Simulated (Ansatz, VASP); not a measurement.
**MgCd2S3 in VASP and in Ansatz**

Contents of INCAR:

```
PREC = Accurate
ENCUT = 600
EDIFF = 1E-6
ISMEAR = 0
SIGMA = 0.02
LREAL = False
LASPH = True
NELM = 80
ALGO = Normal
ISIF = 3
LWAVE = False
LCHARG = False
GGA = PE
IBRION = 2
NSW = 100
EDIFFG = -0.01
```

The input KPOINTS:

```
regular mesh
0
Gamma
  12 12 4
```

Contents of POSCAR:

```
MgCd2S3
1.0
    3.8286238929      0.0000000000      0.0000000000
   -1.9143119464      3.3156855528      0.0000000000
    0.0000000000      0.0000000000      9.3669124726
Mg Cd S
1 2 3
Direct
    0.0000000000      0.0000000000      0.0000000000
    0.3333333333      0.6666666667      0.3288016593
    0.6666666667      0.3333333333      0.6711983407
    0.0000000000      0.0000000000      0.5000000000
    0.6666666667      0.3333333333      0.1559068637
    0.3333333333      0.6666666667      0.8440931363
```

Input for Ansatz:

```yaml
crystal:
  lattice:
    - [3.8286238929, 0.0, 0.0]
    - [-1.9143119464, 3.3156855528, 0.0]
    - [0.0, 0.0, 9.3669124726]
  atoms:
    - { symbol: Mg, position: [0.0, 0.0, 0.0] }
    - { symbol: Cd, position: [0.3333333333, 0.6666666667, 0.3288016593] }
    - { symbol: Cd, position: [0.6666666667, 0.3333333333, 0.6711983407] }
    - { symbol: S, position: [0.0, 0.0, 0.5] }
    - { symbol: S, position: [0.6666666667, 0.3333333333, 0.1559068637] }
    - { symbol: S, position: [0.3333333333, 0.6666666667, 0.8440931363] }
basis:
  ecutwfc: 420
kpoints:
  mp_grid: { grid: [12, 12, 4] }
hamiltonian:
  xc: pbe
scf:
  occupations: { method: gaussian, width: 0.02 }
output:
  forces: true
  stress: true
  eigenvalues: true
relax:
  adjacent_minimum: "off"
  f_tol: 0.01
  max_steps: 80
  cell: { stress_tol: 0.05 }
```

Change from the starting cell: species swapped into the Li3LaSb2 type (P-3m1, No. 164).

Alike in both runs: task relaxation of cell and atoms; functional PBE; k mesh 12 × 12 × 4; occupations gaussian, width 0.02 eV; no spin polarisation.

|  | VASP | Ansatz |
| --- | --- | --- |
| version | VASP 6.6.1 | Ansatz 0.2.0 |
| potentials or method | VASP PAW PBE potentials, release 64 (Mg, Cd, S), cutoff 600 eV | scalar-relativistic, plane waves, PAW |
| valence electrons in the cell | 44 | 68 |

```tsv
	VASP	Ansatz	Ansatz less VASP
gap on the k mesh at the Fermi level, each at its own relaxed structure (eV)	0.90	0.92	+0.015
relaxed volume (Å³/atom)	19.87	19.83	-0.044
relaxed length of the cell vector where the two differ most in proportion (Å)	9.392	9.381	-0.0112
```

VASP's potentials hold 44 valence electrons a cell and Ansatz's 68, so a difference there can come from the potentials and not from the codes.
